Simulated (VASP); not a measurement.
HfO2, 12 atoms in the cell. The structure is monoclinic, space group P2_1/c (No. 14). Conventional cell: a = 5.047 Å, b = 5.140 Å, c = 5.216 Å, α = 90.00°, β = 99.58°, γ = 90.00°. Hf (site symmetry 1) has 7 O at 2.03 to 2.20 Å within 2.7 Å. O (site symmetry 1) has 4 Hf at 2.12 to 2.20 Å and 8 O at 2.51 to 2.97 Å within 3.0 Å. O (site symmetry 1) has 3 Hf at 2.03 to 2.12 Å and 9 O at 2.51 to 2.97 Å within 3.0 Å. 

- Program: VASP 6.6.1
- Task: single point
- Functional: LDA
- Potentials or basis: VASP PAW LDA potentials, release 64 (Hf_pv, O)
- Cutoff: 520 eV
- k mesh: 4 × 4 × 4
- Occupations: gaussian, width 0.01 eV
- Spin: no spin polarisation
- Dipole correction: no
- Further INCAR settings: ALGO = Normal; EDIFF = 1e-06; NBANDS = 56

Potentials or basis: VASP PAW LDA potentials, release 64 (Hf_pv, O).

The run is started by

```sh
$ cat potpaw_LDA.64/Hf_pv/POTCAR potpaw_LDA.64/O/POTCAR > POTCAR
$ mpirun -np 1 vasp_std > vasp.out
```

Hardware: 1 thread of Intel(R) Xeon(R) Platinum 8124M CPU @ 3.00GHz (Skylake/Cascade Lake) (shared host).

Problem. Estimate the wall time of this run.

Solution. Run time: 3.9 min on 1 thread of Intel(R) Xeon(R) Platinum 8124M CPU @ 3.00GHz (Skylake/Cascade Lake), on a shared host, peak memory 0.3 GiB. Counts: scf iterations 15, k points 30.
